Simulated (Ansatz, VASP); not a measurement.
**Ca2H5 in VASP and in Ansatz**

INCAR

```
SYSTEM = Ca2H5
  ALGO = Normal
  EDIFF = 1E-7
  ENCUT = 520
  GGA = PE
  ISIF = 2
  ISMEAR = 0
  LASPH = .True.
  LCHARG = .True.
  LELF = .True.
  LREAL = .False.
  LVHAR = .True.
  LWAVE = .False.
  NBANDS = 22
  NELM = 80
  PREC = Accurate
  SIGMA = 0.1
```

KPOINTS

```
k-points
0
Gamma
  10 8 6
  0 0 0
```

Contents of POSCAR:

```
Ca2H5
1.0
    4.3000619938      0.0000000000     -0.0131366634
    0.0000000000      4.4923217462      0.0000000000
   -1.9293527198      0.0000000000      7.0203825264
Ca H
2 5
Direct
    0.1556623947      0.0000000000      0.8056453236
    0.8443376053      0.0000000000      0.1943546764
    0.4000897551      0.5000000000      0.9937960248
    0.5999102449      0.5000000000      0.0062039752
    0.6862701721      0.0000000000      0.8726631256
    0.3137298279      0.0000000000      0.1273368744
    0.0000000000      0.0000000000      0.5000000000
```

Input for Ansatz:

```yaml
crystal:
  lattice:
    - [4.3000619938, 0.0, -0.0131366634]
    - [0.0, 4.4923217462, 0.0]
    - [-1.9293527198, 0.0, 7.0203825264]
  atoms:
    - { symbol: Ca, position: [0.1556623947, 0.0, 0.8056453236] }
    - { symbol: Ca, position: [0.8443376053, 0.0, 0.1943546764] }
    - { symbol: H, position: [0.4000897551, 0.5, 0.9937960248] }
    - { symbol: H, position: [0.5999102449, 0.5, 0.0062039752] }
    - { symbol: H, position: [0.6862701721, 0.0, 0.8726631256] }
    - { symbol: H, position: [0.3137298279, 0.0, 0.1273368744] }
    - { symbol: H, position: [0.0, 0.0, 0.5] }
basis:
  ecutwfc: 420
kpoints:
  mp_grid: { grid: [10, 8, 6] }
  band_path:
    path:
      - [0.0, 0.0, 0.0]
      - [0.0, 0.5, 0.0]
      - [0.0, 0.5, 0.5]
      - [0.0, 0.0, 0.5]
      - [0.0, 0.0, 0.0]
      - [-0.5, 0.0, 0.5]
      - [-0.5, 0.5, 0.5]
      - [0.0, 0.5, 0.0]
      - [-0.5, 0.5, 0.0]
      - [-0.5, 0.0, 0.0]
      - [0.0, 0.0, 0.0]
    npoints: 14
hamiltonian:
  xc: pbe
scf:
  occupations: { method: gaussian, width: 0.1 }
  n_extra_bands: 17
output:
  forces: true
  stress: true
  eigenvalues: true
  populations: true
  dos: { projected: true, de: 0.02, nscf_kmesh: { grid: [12, 10, 8] } }
  bader: true
```

Alike in both runs: task single point; functional PBE; k mesh 10 × 8 × 6; occupations gaussian, width 0.1 eV; no spin polarisation.

|  | VASP | Ansatz |
| --- | --- | --- |
| version | VASP 6.6.1 | Ansatz 0.2.0 |
| potentials or method | VASP PAW PBE potentials, release 64 (Ca_sv, H), cutoff 520 eV | scalar-relativistic, plane waves, PAW |
| valence electrons in the cell | 25 | 25 |

```tsv
	VASP	Ansatz	Ansatz less VASP
gap on the k mesh at the Fermi level (eV)	none	none	-
pressure (GPa)	0.0	0.0	+0.01
traceless stress, the component that is largest in VASP (GPa)	-0.07	0.00	+0.064
```

A gap of «none» marks a metal or a gap that the smearing closes.
